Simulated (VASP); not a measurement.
# Ga2HN2 in VASP: single point with PBE

Aim: the single point of Ga2HN2 with PBE.

Everything below comes from runs of VASP 6.6.1. Logs are shortened: lines on timing, memory, paths and dates and some standing lists are left out, and cuts for length are marked.

## 1. The cell of the first run

The cell holds a slab with vacuum, 5 atoms: a = 3.217 Å, b = 3.217 Å, c = 19.100 Å, α = 90.00°, β = 90.00°, γ = 120.00°.

## 2. Single point, PBE, collinear spin, ferromagnetic start

Input file INCAR:

```
PREC     = Accurate       # precision mode
ENCUT    = 520            # plane-wave cutoff, eV
EDIFF    = 1E-7           # SCF threshold, eV
ISMEAR   = 0              # smearing method
SIGMA    = 0.05           # smearing width, eV
LREAL    = F              # projectors in reciprocal space
LASPH    = T              # aspherical terms in the spheres
NELM     = 150            # most SCF steps
ALGO     = Normal         # electronic algorithm
ISIF     = 2              # what is computed and relaxed
LWAVE    = F              # write WAVECAR
LCHARG   = T              # write CHGCAR
ISPIN    = 2              # spin polarisation
MAGMOM   = 0 0 0 0 1      # initial moments
LORBIT   = 11             # projections on sites
LDIPOL   = T            
IDIPOL   = 3            
DIPOL    = 0.5 0.5 0.347
GGA      = PE             # functional
LELF     = T              # ELF
LVHAR    = T            
LVACPOTAV= T            
NBANDS   = 30             # bands
```

Input file KPOINTS:

```
regular mesh
0
Gamma
  9 9 1
```

Input file POSCAR:

```
Ga2HN2
1.0
    3.2165072889      0.0000000000      0.0000000000
   -1.6082536444      2.7855770236      0.0000000000
    0.0000000000      0.0000000000     19.1000974262
N Ga H
2 2 1
Direct
    0.0000000000      0.0000000000      0.2094230155
    0.3333333333      0.6666666667      0.3979088303
    0.3333333333      0.6666666667      0.2437980654
    0.6666666667      0.3333333333      0.3952208477
    0.5000000000      1.3333333333      0.4889096460
```

Potentials or basis: VASP PAW PBE potentials, release 64 (N, Ga_d, H).

On the command line:

```sh
$ cat potpaw_PBE.64/N/POTCAR potpaw_PBE.64/Ga_d/POTCAR potpaw_PBE.64/H/POTCAR > POTCAR
$ mpirun -np 1 vasp_std > vasp.out
```

OUTCAR:

```text
PREC = Accurate
   ENCUT = 520
   EDIFF = 1E-7
   ISMEAR = 0
   LREAL = F
   LASPH = T
   NELM = 150
   ISIF = 2
   ISPIN = 2
   LORBIT = 11
   GGA = PE

 ion  position               nearest neighbor table
   1  0.000  0.000  0.209-   3 1.97   3 1.97   3 1.97
   2  0.333  0.667  0.398-   4 1.86   4 1.86   4 1.86
   3  0.333  0.667  0.244-   1 1.97   1 1.97   1 1.97
   4  0.667  0.333  0.395-   2 1.86   2 1.86   2 1.86   5 1.87
   5  0.500  0.333  0.489-   4 1.87

  LATTYP: Found a hexagonal cell.
 ALAT       =     3.2165072889
 C/A-ratio  =     5.9381483425

  Lattice vectors:

 A1 = (   3.2165072889,   0.0000000000,   0.0000000000)
 A2 = (  -1.6082536444,   2.7855770236,   0.0000000000)
 A3 = (   0.0000000000,   0.0000000000,  19.1000974262)

Analysis of symmetry for initial positions (statically):
=====================================================================
 Subroutine PRICEL returns:
 Original cell was already a primitive cell.

 Routine SETGRP: Setting up the symmetry group for a
 hexagonal supercell.

 Subroutine GETGRP returns: Found  1 space group operations
 (whereof  1 operations were pure point group operations)
 out of a pool of 24 trial point group operations.

The static configuration has the point symmetry C_1 .

Analysis of symmetry for dynamics (positions and initial velocities):
=====================================================================
 Subroutine PRICEL returns:
 Original cell was already a primitive cell.

 Routine SETGRP: Setting up the symmetry group for a
 hexagonal supercell.

 Subroutine GETGRP returns: Found  1 space group operations
 (whereof  1 operations were pure point group operations)
 out of a pool of 24 trial point group operations.

The dynamic configuration has the point symmetry C_1 .

Analysis of structural, dynamic, and magnetic symmetry:
=====================================================================
 Subroutine PRICEL returns:
 Original cell was already a primitive cell.

 Routine SETGRP: Setting up the symmetry group for a
 hexagonal supercell.

 Subroutine GETGRP returns: Found  1 space group operations
 (whereof  1 operations were pure point group operations)
 out of a pool of 24 trial point group operations.

The overall configuration has the point symmetry C_1 .

 Subroutine INISYM returns: Found  1 space group operations
 (whereof  1 operations are pure point group operations),
 and found     1 'primitive' translations

----------------------------------------------------------------------------------------

                                     Primitive cell

  volume of cell :     171.1336

  direct lattice vectors                    reciprocal lattice vectors
     3.216507289  0.000000000  0.000000000     0.310896233  0.179496024  0.000000000
    -1.608253644  2.785577024  0.000000000     0.000000000  0.358992048  0.000000000
     0.000000000  0.000000000 19.100097426     0.000000000  0.000000000  0.052355754

  length of vectors
     3.216507289  3.216507289 19.100097426     0.358992048  0.358992048  0.052355754

  position of ions in fractional coordinates (direct lattice)
     0.000000000  0.000000000  0.209423016
     0.333333333  0.666666667  0.397908830
     0.333333333  0.666666667  0.243798065
     0.666666667  0.333333333  0.395220848
     0.500000000  0.333333333  0.488909646

  ion indices of the primitive-cell ions
   primitive index   ion index
                 1           1
                 2           2
                 3           3
                 4           4
                 5           5

----------------------------------------------------------------------------------------

 KPOINTS: regular mesh

Automatic generation of k-mesh.
 Grid dimensions read from file:
 generate k-points for:    9    9    1

 Generating k-lattice:

  Cartesian coordinates                     Fractional coordinates (reciprocal lattice)
     0.034544026  0.019944003  0.000000000     0.111111111 -0.000000000  0.000000000
     0.000000000  0.039888005  0.000000000     0.000000000  0.111111111  0.000000000
     0.000000000  0.000000000  0.052355754     0.000000000  0.000000000  1.000000000

  Length of vectors
     0.039888005  0.039888005  0.052355754

  Shift w.r.t. Gamma in fractional coordinates (k-lattice)
     0.000000000  0.000000000  0.000000000

 Subroutine IBZKPT returns following result:
 ===========================================

 Found     41 irreducible k-points:

 Following reciprocal coordinates:
            Coordinates               Weight
  0.000000  0.000000  0.000000      1.000000
  0.111111  0.000000  0.000000      2.000000
  0.000000  0.111111  0.000000      2.000000
 -0.111111  0.111111  0.000000      2.000000
  0.222222  0.000000  0.000000      2.000000
  0.000000  0.222222  0.000000      2.000000
[... 16 lines left out ...]
  0.333333  0.111111  0.000000      2.000000
 -0.111111  0.444444  0.000000      2.000000
 [... further k-points ...]
   k-points           NKPTS =     41   k-points in BZ     NKDIM =     41   number of bands    NBANDS=     30
   number of dos      NEDOS =    301   number of ions     NIONS =      5
   total plane-waves  NPLWV =  82944
   dimension x,y,z NGX =    24 NGY =   24 NGZ =  144
   dimension x,y,z NGXF=    48 NGYF=   48 NGZF=  288
   ions per type =               2   2   1
   NGX,Y,Z   is equivalent  to a cutoff of  12.40, 12.40, 12.53 a.u.
   NGXF,Y,Z  is equivalent  to a cutoff of  24.81, 24.81, 25.07 a.u.
 SYSTEM =  unknown system
   PREC   = accura    normal or accurate (medium, high low for compatibility)
   ISTART =      0    job   : 0-new  1-cont  2-samecut
   ICHARG =      2    charge: 1-file 2-atom 10-const
   ISPIN  =      2    spin polarized calculation?
   LNONCOLLINEAR =      F non collinear calculations
   LSORBIT =      F    spin-orbit coupling
   LASPH  =      T    aspherical Exc in radial PAW
   ENCUT  =  520.0 eV  38.22 Ry    6.18 a.u.   5.98  5.98 35.51*2*pi/ulx,y,z
   NELM   =    150;   NELMIN=  2; NELMDL= -5     # of ELM steps
   EDIFF  = 0.1E-06   stopping-criterion for ELM
   LREAL  =      F    real-space projection
   EDIFFG = 0.1E-05   stopping-criterion for IOM
   NSW    =      0    number of steps for IOM
   IBRION =     -1    ionic relax: 0-MD 1-quasi-New 2-CG
   NFREE  =      0    steps in history (QN), initial steepest desc. (CG)
   ISIF   =      2    stress and relaxation
   ISYM   =      2    0-nonsym 1-usesym 2-fastsym
   POTIM  = 0.5000    time-step for ionic-motion
   TEBEG  =    0.0;   TEEND  =   0.0 temperature during run
   PSTRESS=    0.0 pullay stress
   NELECT =      37.0000    total number of electrons
   NUPDOWN=      -1.0000    fix difference up-down
   EMIN   =  10.00;   EMAX   =-10.00  energy-range for DOS
   EFERMI =   0.00;   METHOD = LEGACY
   ISMEAR =     0;   SIGMA  =   0.05  broadening in eV -4-tet -1-fermi 0-gaus
   EFERMI_NEDOS =   21; number of points for ismear=-14 and -15
   IALGO  =     38    algorithm
   IMIX   =      4    mixing-type and parameters
     AMIX     =   0.40;   BMIX     =  1.00
     AMIX_MAG =   1.60;   BMIX_MAG =  1.00
  volume/ion in A,a.u.               =      34.23       230.97
  Fermi-wavevector in a.u.,A,eV,Ry     =   0.982570  1.856789 13.135669  0.965444
  Thomas-Fermi vector in A             =   2.113663
   LORBIT       =     11    0 simple, 1 ext, 2 COOP (PROOUT), +10 PAW based schemes
   GGA     = PE    functional components
   LHFCALC =     F    Hartree Fock is set to
   AEXX    =    0.0000 exact exchange contribution
   IVDW    =     0    specifies the selected vdW correction
   LEPSILON=     F    determine dielectric tensor
   LRPA    =     F    only Hartree local field effects (RPA)
 spin polarized calculation
 Gauss-broadening in eV      SIGMA  =   0.05
  energy-cutoff  :      520.00
  volume of cell :      171.13
 maximum number of plane-waves:      4668
   NGX = 11   NGY = 11   NGZ = 71

 dipolmoment           0.000000      0.000000      0.000039 electrons x Angstroem

 number of electron      36.9999977 magnetization       0.9659135

 dipolmoment           0.000000      0.000000     -0.084623 electrons x Angstroem

 Free energy of the ion-electron system (eV)
  ---------------------------------------------------
  ext. energy  EPLUGINS =         0.00000000
  ---------------------------------------------------
  free energy    TOTEN  =       -23.41813397 eV

  energy without entropy =      -23.41706900  energy(sigma->0) =      -23.41760149

 E-fermi :  -2.7578     XC(G=0):  -4.3277

 val. band max:       -2.7850394550   @ k =   0.4444   0.4444   0.0000
 cond. band min:      -2.7416752311   @ k =   0.0000   0.0000   0.0000
 fundamental gap:      0.0433642239
 Fermi energy:        -2.7577906487

 spin component 1

 k-point     1 :       0.0000    0.0000    0.0000
  band No.  band energies     occupation
      1     -19.6762      1.00000
      2     -17.5096      1.00000
      3     -17.5064      1.00000
      4     -17.3922      1.00000
      5     -17.2064      1.00000
      6     -17.1982      1.00000
[... 781 lines left out ...]
     29       7.3381      0.00000
     30       7.8886      0.00000

 [... further k-points ...]

 spin component 2

 k-point     1 :       0.0000    0.0000    0.0000
  band No.  band energies     occupation
      1     -19.4278      1.00000
      2     -17.4916      1.00000
      3     -17.4894      1.00000
      4     -17.3443      1.00000
      5     -17.1943      1.00000
      6     -17.1863      1.00000
[... 781 lines left out ...]
     29       7.4164      0.00000
     30       8.1424      0.00000

 [... further k-points ...]
[... 5 lines left out ...]
  --------------------------------------------------------------------------------------
  -------------------------------------------------------------------------------------
  Total        0.4743808      0.7047599     -2.1859070     -0.3309421      0.0796502      0.2908195
  in kB        4.4412210      6.5980634    -20.4647748     -3.0983272      0.7456968      2.7226936
  external PRESSURE =      -3.1418301 kB  Pullay stress =       0.0000000 kB

 VOLUME and BASIS-vectors are now :
 -----------------------------------------------------------------------------
  energy-cutoff  :      520.00
  volume of cell :      171.13
      direct lattice vectors                 reciprocal lattice vectors
     3.216507289  0.000000000  0.000000000     0.310896233  0.179496024  0.000000000
    -1.608253644  2.785577024  0.000000000     0.000000000  0.358992048  0.000000000
     0.000000000  0.000000000 19.100097426     0.000000000  0.000000000  0.052355754

 POSITION                                       TOTAL-FORCE (eV/Angst)
 -----------------------------------------------------------------------------------
      0.00000      0.00000      4.00000         0.003965     -0.004677      2.758536
     -0.00000      1.85705      7.60010        -0.093422     -0.042340     -1.420217
     -0.00000      1.85705      4.65657        -0.011408      0.006216     -2.650891
      1.60825      0.92853      7.54876        -0.053773     -0.005835      1.290856
      1.07217      0.92853      9.33822         0.154638      0.046636      0.021716
 -----------------------------------------------------------------------------------
    total drift:                               -0.000036      0.000027     -0.000109

  FREE ENERGIE OF THE ION-ELECTRON SYSTEM (eV)
  ---------------------------------------------------
  free  energy   TOTEN  =       -23.4181339748 eV

  energy  without entropy=      -23.4170690030  energy(sigma->0) =      -23.41760149

 vacuum level on the upper side and lower side of the slab         2.595         4.304

 total charge

# of ion       s       p       d       tot
------------------------------------------
    1        1.282   2.307   0.000   3.590
    2        1.248   2.468   0.000   3.716
    3        0.840   0.748  10.085  11.673
    4        0.814   0.935  10.176  11.925
    5        0.432   0.004   0.000   0.436
--------------------------------------------------
tot          4.616   6.463  20.261  31.340

 magnetization (x)

# of ion       s       p       d       tot
------------------------------------------
    1        0.001   0.047   0.000   0.048
    2        0.017   0.209   0.000   0.226
    3       -0.003  -0.003   0.004  -0.003
    4       -0.010   0.006   0.030   0.027
    5        0.260   0.000   0.000   0.260
--------------------------------------------------
tot          0.265   0.259   0.034   0.558
```

Wall time 7.9 min (1 thread of Intel Xeon Platinum 8488C (Sapphire Rapids), shared host); peak memory 0.51 GiB.

What came out:

| Property | Result |
| --- | --- |
| Free energy | -23.4181 eV |
| Largest force | 2.759 eV/Å |
| Band gap on the k mesh | zero (filled and empty bands overlap) |
| Net moment | 0.97 μB per cell |
| Site moments | N +0.05, +0.23; Ga -0.00, +0.03; H +0.26 μB |
| Valence electrons inside the program's atomic spheres | N 3.59, 3.72; Ga 11.67, 11.93; H 0.44 |

Forces in eV/Å, atoms in the order of the input:
```
N    0.004 -0.005  2.759
N   -0.093 -0.042 -1.420
Ga  -0.011  0.006 -2.651
Ga  -0.054 -0.006  1.291
H    0.155  0.047  0.022
```
